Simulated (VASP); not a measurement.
Write the native input for VASP 6.6.1 that does the following.

```
Task                   : single point
Functional             : PBE
Potentials or basis    : VASP PAW PBE potentials, release 64 (Zn, Se)
Cutoff                 : 520 eV
k mesh                 : 8 × 8 × 4
Occupations            : gaussian, width 0.02 eV
Spin                   : no spin polarisation
Dipole correction      : no
Further INCAR settings : ALGO = Normal; EDIFF = 1e-06; NBANDS = 26
```

The structure of ZnSe4 lies in POSCAR:

```
ZnSe4
1.0
    3.3125484966     -2.3289803453     -0.0238798940
    3.3125484966      2.3289803453     -0.0238798940
   -2.4389613919      0.0000000000      7.9429213939
Zn Se
1 4
Direct
    0.9759224386      0.0240775614      0.0000000000
    0.6491803318      0.6833805686      0.5974081907
    0.3166194314      0.3508196682      0.4025918093
    0.6018885456      0.9316107474      0.1690476770
    0.0683892526      0.3981114544      0.8309523230
```

This cell differs from its parent crystal: volume scaled by 0.94, then relaxed in part.

The input as run:

INCAR

```
SYSTEM = ZnSe4
PREC     = Accurate       ! precision mode
ENCUT    = 520            ! plane-wave cutoff, eV
EDIFF    = 1E-6           ! SCF threshold, eV
ISMEAR   = 0              ! smearing method
SIGMA    = 0.02           ! smearing width, eV
LREAL    = .False.        ! projectors in reciprocal space
LASPH    = .True.         ! aspherical terms in the spheres
NELM     = 80             ! most SCF steps
ALGO     = Normal         ! electronic algorithm
ISIF     = 2              ! what is computed and relaxed
LWAVE    = .False.        ! write WAVECAR
LCHARG   = .False.        ! write CHGCAR
GGA      = PE             ! functional
NBANDS   = 26             ! bands
```

KPOINTS

```
Automatic mesh
0
Gamma
  8 8 4
  0 0 0
```

Potentials or basis: VASP PAW PBE potentials, release 64 (Zn, Se).

Run with:

```bash
$ cat potpaw_PBE.64/Zn/POTCAR potpaw_PBE.64/Se/POTCAR > POTCAR
$ mpirun -np 1 vasp_std > vasp.out
```

Results of the run:

| Quantity | Value |
| --- | --- |
| Pressure | 1.8 GPa |
| Largest force | 0.022 eV/Å |
| Band gap on the k mesh | 0.67 eV, indirect (least direct gap 1.02 eV) |

Run time: 2.7 min on 1 thread of Intel(R) Xeon(R) Platinum 8488C (Sapphire Rapids), with other jobs on the host, peak memory 0.36 GiB.
